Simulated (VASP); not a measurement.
## BP: single point with B3LYP

BP:

```
CELL_PARAMETERS angstrom
0.00000 2.26900 2.26900
2.26900 0.00000 2.26900
2.26900 2.26900 0.00000
ATOMIC_POSITIONS crystal
P 0.75000 0.75000 0.75000
B 0.00000 0.00000 0.00000
```

- Program: VASP 6.6.1
- Task: single point
- Functional: B3LYP
- Potentials or basis: VASP PAW PBE potentials, release 64 (P, B)
- Cutoff: 520 eV
- k mesh: 5 × 5 × 5
- Occupations: fermi-dirac, width 0.05 eV
- Spin: no spin polarisation

```yaml
Pressure: 2.5 GPa
Band_gap_on_the_k_mesh: 2.74 eV (least direct gap 4.94 eV)
```

Levels at points of the mesh, in eV from the valence-band top:
| k point | band 1 | band 2 | band 3 | band 4 | band 5 | band 6 | band 7 | band 8 | band 9 |
| --- | --- | --- | --- | --- | --- | --- | --- | --- | --- |
| (0.00, 0.00, 0.00) | -16.63 | 0.00 | 0.00 | 0.00 | 4.94 | 4.94 | 4.94 | 9.16 | 13.40 |

Run time: 3.2 min on 1 thread of Intel Xeon 8259CL (shared host), peak memory 0.14 GiB.

Caveat: the k points lie up to 0.48 Å⁻¹ apart; the PAW data sets were made with another functional, which shifts forces and pressure a little; an odd mesh through Γ misses points on the zone boundary, where band edges can lie.
